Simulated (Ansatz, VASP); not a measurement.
## One calculation of P, two programs

```
CELL_PARAMETERS angstrom
1.65383 -5.49841 0.00000
1.65383 5.49841 0.00000
0.00000 0.00000 4.54689
ATOMIC_POSITIONS crystal
P 0.09551 0.90449 0.91181
P 0.59551 0.40449 0.58819
P 0.90449 0.09551 0.08819
P 0.40449 0.59551 0.41181
```

Alike in both runs: task single point; functional r2SCAN; k mesh 9 × 9 × 7; occupations fermi-dirac, width 0.05 eV; no spin polarisation.

|  | VASP | Ansatz |
| --- | --- | --- |
| version | VASP 6.6.1 | Ansatz 0.2.0 |
| potentials or method | VASP PAW PBE potentials, release 64 (P), cutoff 520 eV | plane waves (500 eV) with PAW, scalar-relativistic |
| valence electrons in the cell | 20 | 20 |

|  | VASP | Ansatz | Ansatz less VASP |
| --- | --- | --- | --- |
| pressure (GPa) | -0.7 | -0.1 | +0.63 |
| traceless stress, the component that is largest in VASP (GPa) | 0.38 | 0.29 | -0.096 |

VASP's potentials were made for PBE, not for r2SCAN.
